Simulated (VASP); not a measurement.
A run of VASP 6.6.1 is set up as follows.

Contents of INCAR:

```
SYSTEM = BaF2
PREC     = Accurate       ! precision mode
ENCUT    = 600            ! plane-wave cutoff, eV
EDIFF    = 1E-6           ! SCF threshold, eV
ISMEAR   = 0              ! smearing method
SIGMA    = 0.01           ! smearing width, eV
LREAL    = .FALSE.        ! projectors in reciprocal space
LASPH    = .TRUE.         ! aspherical terms in the spheres
NELM     = 120            ! most SCF steps
ALGO     = Normal         ! electronic algorithm
ISIF     = 2              ! what is computed and relaxed
LWAVE    = .FALSE.        ! write WAVECAR
LCHARG   = .FALSE.        ! write CHGCAR
GGA      = PS             ! functional
ISYM     = 0            
NBANDS   = 19             ! bands
GGA_COMPAT= .FALSE.
```

Contents of KPOINTS:

```
Automatic mesh
0
Gamma
  6 6 6
  0 0 0.5
```

File POSCAR:

```
BaF2
1.0
    0.0000000000      3.0971612425      3.0971612425
    3.0971612425      0.0000000000      3.0971612425
    3.0971612425      3.0971612425      0.0000000000
Ba F
1 2
Direct
    0.0000000000      0.0000000000      0.0000000000
    0.2500000000      0.2500000000      0.2500000000
    0.7500000000      0.7500000000      0.7500000000
```

Potentials or basis: VASP PAW PBE potentials, release 64 (Ba_sv, F).

Launch:

```console
$ cat potpaw_PBE.64/Ba_sv/POTCAR potpaw_PBE.64/F/POTCAR > POTCAR
$ mpirun -np 1 vasp_std > vasp.out
```

Question: Predict the band gap on the k mesh.

Answer: 6.81 eV (least direct gap 6.90 eV).

Question: Estimate the pressure.

Answer: -0.5 GPa.

Caveat: the PAW data sets were made with another functional, which shifts forces and pressure a little; spin-orbit coupling is left out, which moves the levels of the heavy elements; a shifted mesh leaves out Γ, where band edges can lie. PBEsol gaps usually lie below the measured ones, often by a third to a half.
